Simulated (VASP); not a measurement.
# K in VASP: a series of runs, part 2 of 2

VASP 6.6.1. The steps go on from the part before.

## (3) Single point, PBEsol

This run uses another cell than the first one, of 50.48 Å³/atom.

INCAR

```
  ALGO = Fast
  EDIFF = 1E-6
  ENCUT = 520
  GGA = PS
  ISIF = 2
  ISMEAR = 0
  LASPH = True
  LCHARG = True
  LELF = True
  LREAL = False
  LVHAR = True
  LWAVE = False
  NBANDS = 30
  NELM = 60
  PREC = Accurate
  SIGMA = 0.1
```

KPOINTS

```
k-points
0
Gamma
  6 6 4
```

POSCAR

```
K
1.0
    3.6618286111     -3.6618340298      0.0000000000
    3.6618286111      3.6618340298      0.0000000000
    0.0000000000      0.0000000000      9.4114804527
K
5
Direct
    0.5000000000      0.0000000000      0.3075159145
    0.0000000000      0.5000000000      0.6924840855
    0.0000000000      0.5000000000      0.3075159145
    0.5000000000      0.0000000000      0.6924840855
    0.0000000000      0.0000000000      0.0000000000
```

Potentials or basis: VASP PAW PBE potentials, release 64 (K_sv).

The run is started by

```
cat potpaw_PBE.64/K_sv/POTCAR > POTCAR
mpirun -np 1 vasp_std > vasp.out
```

Run time: 2.7 min. Hardware: 1 thread of Intel Xeon 6975P-C (Granite Rapids), shared host; peak memory 0.39 GiB.

The run converged. Its results:

```yaml
Free_energy: -4.0966 eV
Pressure: 3.0 GPa
Band_gap_on_the_k_mesh: zero (an odd number of electrons rules out a gap without spin polarisation)
```

Levels at points of the mesh, in eV from the Fermi level:
| k point | band 20 | band 21 | band 22 | band 23 | band 24 | band 25 |
| --- | --- | --- | --- | --- | --- | --- |
| (0.00, 0.00, 0.00) | -15.55 | -2.74 | -0.98 | -0.70 | 0.52 | 1.49 |
| (0.50, 0.00, 0.00) | -15.55 | -1.25 | -1.05 | 0.30 | 0.33 | 0.46 |
| (0.50, 0.50, 0.00) | -15.51 | 0.17 | 0.17 | 0.19 | 0.28 | 0.47 |
| (0.00, 0.00, 0.50) | -15.54 | -2.32 | -2.12 | 0.53 | 0.73 | 1.28 |
| (0.50, 0.00, 0.50) | -15.53 | -0.81 | -0.78 | -0.78 | -0.51 | 1.48 |
| (0.50, 0.50, 0.50) | -15.51 | 0.34 | 0.36 | 0.36 | 0.39 | 0.43 |

Caveat: the PAW data sets were made with another functional, which shifts forces and pressure a little.

## (4) Relaxation of shape and atoms at fixed volume, PBEsol (76.12 Å³/atom)

This run uses another cell than the first one, of 76.12 Å³/atom.

INCAR

```
SYSTEM = K
PREC = Accurate
ENCUT = 600
EDIFF = 1E-6
ISMEAR = 0
SIGMA = 0.1
LREAL = .FALSE.
LASPH = .TRUE.
NELM = 80
ALGO = Fast
ISIF = 4
LWAVE = .FALSE.
LCHARG = .FALSE.
GGA = PS
IBRION = 2
NSW = 50
EDIFFG = -0.01
```

KPOINTS

```
regular mesh
0
G
  6 6 4
  0 0 0
```

POSCAR

```
K
1.0
    4.1780567824     -4.1718893155      0.0000000000
    4.1780567824      4.1718893155      0.0000000000
    0.0000000000      0.0000000000     10.9179708571
K
5
Direct
    0.5000000000      0.0000000000      0.3092481955
    0.0000000000      0.5000000000      0.6907518045
    0.0000000000      0.5000000000      0.3092481955
    0.5000000000      0.0000000000      0.6907518045
    0.0000000000      0.0000000000      0.0000000000
```

Potentials or basis: VASP PAW PBE potentials, release 64 (K_sv).

The run is started by

```
cat potpaw_PBE.64/K_sv/POTCAR > POTCAR
mpirun -np 1 vasp_std > vasp.out
```

OUTCAR:

```text
SYSTEM = K
   PREC = Accurate
   ENCUT = 600
   EDIFF = 1E-6
   ISMEAR = 0
   LREAL = .FALSE.
   LASPH = .TRUE.
   NELM = 80
   ISIF = 4
   GGA = PS
   IBRION = 2
   NSW = 50
   EDIFFG = -0.01

 ion  position               nearest neighbor table
   1  0.500  0.000  0.309-
   2  0.000  0.500  0.691-
   3  0.000  0.500  0.309-
   4  0.500  0.000  0.691-
[... 927 lines left out ...]
  Direction    XX          YY          ZZ          XY          YZ          ZX
  --------------------------------------------------------------------------------------
  -------------------------------------------------------------------------------------
  Total        0.4280768      0.4549214      0.4388263     -0.0000000      0.0000000      0.0000000
  in kB        1.8019937      1.9149963      1.8472438     -0.0000000      0.0000000      0.0000000
  external PRESSURE =       1.8547446 kB  Pullay stress =       0.0000000 kB

 VOLUME and BASIS-vectors are now :
 -----------------------------------------------------------------------------
  energy-cutoff  :      600.00
  volume of cell :      380.61
      direct lattice vectors                 reciprocal lattice vectors
     4.178056782 -4.171889315  0.000000000     0.119672859 -0.119849776  0.000000000
     4.178056782  4.171889315  0.000000000     0.119672859  0.119849776  0.000000000
     0.000000000  0.000000000 10.917970857     0.000000000  0.000000000  0.091592111

 POSITION                                       TOTAL-FORCE (eV/Angst)
 -----------------------------------------------------------------------------------
      2.08903     -2.08594      3.37636         0.000000      0.000000      0.000325
      2.08903      2.08594      7.54161         0.000000     -0.000000     -0.000325
      2.08903      2.08594      3.37636        -0.000000     -0.000000      0.000325
      2.08903     -2.08594      7.54161         0.000000      0.000000     -0.000325
      0.00000      0.00000      0.00000         0.000000      0.000000      0.000000
 -----------------------------------------------------------------------------------
    total drift:                                0.000000     -0.000000      0.000000

  FREE ENERGIE OF THE ION-ELECTRON SYSTEM (eV)
  ---------------------------------------------------
  free  energy   TOTEN  =        -5.0755996139 eV

  energy  without entropy=       -5.0508587319  energy(sigma->0) =       -5.06322917

 reached required accuracy - stopping structural energy minimisation
```

OSZICAR:

```text
N       E                     dE             d eps       ncg     rms          rms(c)
DAV:   1     0.380383106967E+03    0.38038E+03   -0.19733E+04  2170   0.147E+03
DAV:   2     0.246670597489E+02   -0.35572E+03   -0.35260E+03  2514   0.383E+02
DAV:   3    -0.316732988811E+01   -0.27834E+02   -0.27551E+02  2995   0.882E+01
[... 12 lines left out ...]
RMM:  16    -0.507559416625E+01   -0.31463E-05   -0.31324E-05  2084   0.134E-02    0.455E-04
RMM:  17    -0.507559633271E+01   -0.21665E-05   -0.22582E-05  1726   0.105E-02    0.452E-04
RMM:  18    -0.507559773965E+01   -0.14069E-05   -0.16009E-05  1547   0.818E-03    0.822E-04
RMM:  19    -0.507559875625E+01   -0.10166E-05   -0.12065E-05  1431   0.659E-03    0.142E-03
RMM:  20    -0.507559961391E+01   -0.85766E-06   -0.91639E-06  1312   0.539E-03
   1 F= -.50755996E+01 E0= -.50632292E+01  d E =-.507560E+01
```

Wall time 6.6 min (1 thread of Intel Xeon 6975P-C (Granite Rapids), shared host); peak memory 0.69 GiB.

Results:

```yaml
Free_energy: -5.0756 eV
Pressure_after_relaxing: 0.2 GPa
Band_gap_on_the_k_mesh: zero (an odd number of electrons rules out a gap without spin polarisation)
```

Final structure:
```cif
data_structure
_symmetry_space_group_name_H-M 'P 1'
_symmetry_Int_Tables_number 1
_cell_length_a 5.9043
_cell_length_b 5.9043
_cell_length_c 10.9180
_cell_angle_alpha 90.000
_cell_angle_beta 90.000
_cell_angle_gamma 89.915
_cell_volume 380.61
loop_
_atom_site_label
_atom_site_type_symbol
_atom_site_fract_x
_atom_site_fract_y
_atom_site_fract_z
_atom_site_occupancy
K1 K 0.50000 0.00000 0.30925 1
K2 K 0.00000 0.50000 0.69075 1
K3 K 0.00000 0.50000 0.30925 1
K4 K 0.50000 0.00000 0.69075 1
K5 K 0.00000 0.00000 0.00000 1
```

Caveat: the PAW data sets were made with another functional, which shifts forces and pressure a little.

## (5) Overview

```csv
task,cell,k mesh,cutoff (eV),gap on the mesh (eV),pressure (GPa)
single point,"a = 4.748, b = 4.748, c = 8.014 Å, 5 atoms, atomic positions A",8 × 8 × 4,520,none,8.0
single point,"a = 5.179, b = 5.179, c = 9.411 Å, 5 atoms, atomic positions B",6 × 6 × 4,520,none,3.0
relaxation of shape and atoms at fixed volume,"relaxed from a = 5.904, b = 5.904, c = 10.918 Å, angles 90.0, 90.0, 89.9°, 5 atoms, atomic positions C",6 × 6 × 4,600,none,0.2
```

Alike in all rows: level PBEsol; potentials or basis VASP PAW PBE potentials, release 64 (K_sv); no spin polarisation; smearing gaussian 0.1 eV.

Caveats: the PAW data sets were made with another functional, which shifts forces and pressure a little; the cell stands under pressure (at least some runs).

Total energies depend on the potentials used, so only differences within one code and one set of settings carry meaning.
